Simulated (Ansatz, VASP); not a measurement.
**KTaO3 in VASP and in Ansatz**

```xyz
5
Lattice="4.0147 0.0000 0.0000 0.0000 4.0147 0.0000 0.0000 0.0000 4.0147" Properties=species:S:1:pos:R:3 pbc="T T T"
K     2.0074    2.0074    2.0074
Ta    0.0000    0.0000    0.0000
O     2.0074    0.0000    0.0000
O     0.0000    2.0074    0.0000
O     0.0000    0.0000    2.0074
```

Change from the starting cell: volume scaled by 1.02, crystal datasets.

Alike in both runs: task electric field gradients; functional LDA; k mesh 5 × 5 × 5; occupations fermi-dirac, width 0.01 eV; no spin polarisation.

```csv
,VASP,Ansatz
version,VASP 6.6.1,Ansatz 0.2.0
potentials or method,"VASP PAW LDA potentials, release 64 (K_sv, Ta_pv, O), cutoff 520 eV","all-electron PAW with datasets made for the crystal, scalar-relativistic"
```

Ansatz gave:

- gap on the k mesh at the Fermi level (eV): 2.14
- pressure (GPa): -9.2
- size of Vzz on the site where it differs most (V/Å²): 19.6

Task: Estimate VASP's values.

Result: gap on the k mesh at the Fermi level (eV): 2.09; pressure (GPa): -8.2; size of Vzz on the site where it differs most (V/Å²): 17.7.

LDA's correlation is that of Perdew and Zunger in VASP and of Perdew and Wang (1992) in Ansatz. Ansatz ran all-electron here, and VASP with PAW potentials.

Neither program's run includes spin-orbit coupling.
